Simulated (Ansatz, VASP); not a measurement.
# SnTe in VASP and in Ansatz

```
Sn Te
1.0
     0.00000    3.07759    2.99867
     3.07759    0.00000    2.99867
     3.07759    3.07759    0.00000
Sn Te
1 1
Direct
  0.00000 0.00000 0.00000
  0.50000 0.50000 0.50000
```

Change from the starting cell: strain -0.025 along x and y, -0.050 along z, atoms carried along.

Alike in both runs: task single point; functional PBE; k mesh 10 × 10 × 10; occupations gaussian, width 0.03 eV; no spin polarisation.

|  | VASP | Ansatz |
| --- | --- | --- |
| version | VASP 6.6.1 | Ansatz 0.2.0 |
| potentials or method | VASP PAW PBE potentials, release 64 (Sn_d, Te), cutoff 520 eV | scalar-relativistic, plane waves, PAW |
| valence electrons in the cell | 20 | 30 |

|  | VASP | Ansatz | Ansatz less VASP |
| --- | --- | --- | --- |
| gap on the k mesh at the Fermi level (eV) | 0.23 | 0.24 | +0.003 |
| least direct gap on the mesh (eV) | 0.23 | 0.24 | +0.003 |
| pressure (GPa) | 8.4 | 8.4 | +0.01 |
| traceless stress, the component that is largest in VASP (GPa) | 3.57 | 3.56 | -0.006 |

VASP's potentials hold 20 valence electrons a cell and Ansatz's 30, so a difference there can come from the potentials and not from the codes.

Spin-orbit coupling is off throughout.
